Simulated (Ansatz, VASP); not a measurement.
**One calculation of Sn, two programs**

```
Sn
1.0
     3.09184    0.00000    0.00000
     0.00000    3.09184    0.00000
     0.00000    0.00000    3.09184
Sn
1
Direct
  0.00000 0.00000 0.00000
```

Alike in both runs: functional PBE; k mesh 13 × 13 × 13; occupations fermi-dirac, width 0.05 eV; no spin polarisation.

Ansatz relaxed the structure, and its values are those at the end. VASP's run is a single point on that final structure, the one shown.

```csv
,VASP,Ansatz
version,VASP 6.6.1,Ansatz 0.2.0
potentials or method,"VASP PAW PBE potentials, release 64 (Sn_d), cutoff 520 eV","all-electron LAPW, non-relativistic"
```

```csv
,VASP,Ansatz,Ansatz less VASP
pressure (GPa),-0.2,0.0,+0.21
```

Ansatz ran all-electron here, and VASP with PAW potentials.
